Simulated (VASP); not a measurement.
**AgI (zincblende type): single point with PBEsol**

Crystal: AgI (zincblende type).

```
CELL_PARAMETERS angstrom
0.00000 2.72099 2.72099
2.72099 0.00000 2.72099
2.72099 2.72099 0.00000
ATOMIC_POSITIONS crystal
Ag 0.00000 0.00000 0.00000
I 0.25000 0.25000 0.25000
```

This cell differs from its parent crystal: volume scaled by 0.6.

```
Program             : VASP 6.6.1
Task                : single point
Functional          : PBEsol
Potentials or basis : VASP PAW PBE potentials, release 64 (Ag, I)
Cutoff              : 500 eV
k mesh              : 12 × 12 × 12
Occupations         : fermi-dirac, width 0.05 eV
Spin                : no spin polarisation
```

```yaml
Pressure: 67.6 GPa
Band_gap_on_the_k_mesh: 1.21 eV, direct
```

Levels at points of the mesh, in eV from the valence-band top:
```
           k point  band 5  band 6  band 7  band 8  band 9  band 10  band 11  band 12  band 13  band 14
(0.00, 0.00, 0.00)   -6.92   -6.92    0.00    0.00    0.00     1.21     4.29     4.29     4.29     8.58
(0.50, 0.00, 0.00)   -6.84   -6.84   -6.41   -1.95   -1.95     1.99     5.12     5.12     6.73    10.45
(0.50, 0.50, 0.00)   -6.71   -6.66   -5.72   -4.54   -4.54     1.80     2.58    10.40    11.17    11.43
```

Run time: 18 s on 1 thread of Intel(R) Xeon(R) 6975P-C (Granite Rapids), with other jobs on the host, peak memory 0.18 GiB.

Caveat: the PAW data sets were made with another functional, which shifts forces and pressure a little; spin-orbit coupling is left out, which moves the levels of the heavy elements. A k mesh can miss the band edges.
